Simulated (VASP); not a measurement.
BAs, 2 atoms in the cell. It takes space group F-43m (No. 216, cubic). Conventional cell: a = 4.777 Å, b = 4.777 Å, c = 4.777 Å, α = 90.00°, β = 90.00°, γ = 90.00°. B (site symmetry -43m) has 4 As at 2.07 Å within 2.7 Å. Within 2.7 Å of As (site symmetry -43m) lie 4 B at 2.07 Å. 

| Property | Result |
| --- | --- |
| Program | VASP 6.6.1 |
| Task | electric field gradients |
| Functional | PBE |
| Potentials or basis | VASP PAW PBE potentials, release 64 (B, As) |
| Cutoff | 520 eV |
| k mesh | 15 × 15 × 15 |
| Occupations | fermi-dirac, width 0.03 eV |
| Spin | non-collinear spin, zero start, spin-orbit coupling |
| Starting moments | [[0.0, 0.0, 0.0], [0.0, 0.0, 0.0]] μB |
| Dipole correction | no |
| Further INCAR settings | ALGO = Normal; EDIFF = 1e-08; NBANDS = 20 |

Potentials or basis: VASP PAW PBE potentials, release 64 (B, As).

The run is started by

```sh
$ cat potpaw_PBE.64/B/POTCAR potpaw_PBE.64/As/POTCAR > POTCAR
$ mpirun -np 1 vasp_ncl > vasp.out
```

Hardware: 1 thread of Intel(R) Xeon(R) Platinum 8488C (Sapphire Rapids), on a shared host.

**Question.** Estimate the wall time of this run.

**Answer.** Wall time 3.3 min on 1 thread of Intel(R) Xeon(R) Platinum 8488C (Sapphire Rapids), with other jobs on the host, peak memory 0.35 GiB. Counts: scf iterations 16, k points 204.
